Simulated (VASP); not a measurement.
Runs of VASP 6.6.1 on Si2Ge3. The structure is that of space group P4/mmm (No. 123), or close to it. The cells are those of the table. 

```tsv
task	cell	k mesh	cutoff (eV)	k mesh for the DOS	occupations for the DOS	gap on the mesh (eV)	pressure (GPa)
relaxation of cell and atoms	relaxed from a = 3.595, b = 3.595, c = 6.772 Å, 5 atoms	6 × 6 × 4	600	-	-	none	0.1
single point	a = 3.595, b = 3.595, c = 6.772 Å, 5 atoms	6 × 6 × 4	520	-	-	none	184.9
single point	a = 5.155, b = 5.155, c = 4.858 Å, 5 atoms	8 × 8 × 8	520	-	-	none	0.0
single point	a = 5.096, b = 5.096, c = 4.985 Å, 5 atoms	6 × 6 × 4	520	-	-	none	(a)
```

Alike in all rows: level PBE; potentials or basis VASP PAW PBE potentials, release 64 (Si, Ge_d); no spin polarisation; smearing gaussian 0.1 eV.

Problem. Fill in the values left out.

Solution. (a) 0.2.

A k mesh can miss the band edges, and the runs leave out spin-orbit coupling on Ge.

A gap of «none» marks levels without a gap at the run's occupations.
